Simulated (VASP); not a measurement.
BaTiO3:

```
Ba Ti O
1.0
     4.05007    0.00000    0.00000
     0.01138    4.05005    0.00000
     0.01138    0.01135    4.05004
Ba Ti O
1 1 3
Direct
  0.00000 0.00000 0.00000
  0.48720 0.48720 0.48720
  0.51090 0.51090 0.01930
  0.01930 0.51090 0.51090
  0.51090 0.01930 0.51090
```

Base run:

```yaml
Program: VASP 6.6.1
Functional: PBE
Potentials_or_basis: VASP PAW PBE potentials, release 64 (Ba_sv, Ti_sv, O)
Cutoff: 520 eV
k_mesh: 5 × 5 × 5
Occupations: fermi-dirac, width 0.1 eV
Spin: no spin polarisation
Hubbard_terms: Ti d U = 8.0 eV
```

Its results: band gap on the k mesh 3.28 eV, indirect (least direct gap 3.61 eV); pressure 7.3 GPa; largest force 1.753 eV/Å.

Q: The run is repeated on the same cell with these changes: hubbard terms from Ti d U = 8.0 eV to none. What comes out?

A: Band gap on the k mesh 2.38 eV, indirect (least direct gap 2.68 eV); pressure 0.8 GPa; largest force 0.227 eV/Å.

The U term pushes filled and empty states of the shell apart.

Caveats: spin-orbit coupling is left out, which moves the levels of the heavy elements; forces of over 1 eV/Å act on the atoms, so gaps and moduli don't describe the material at rest (some runs).

A k mesh can miss the band edges.
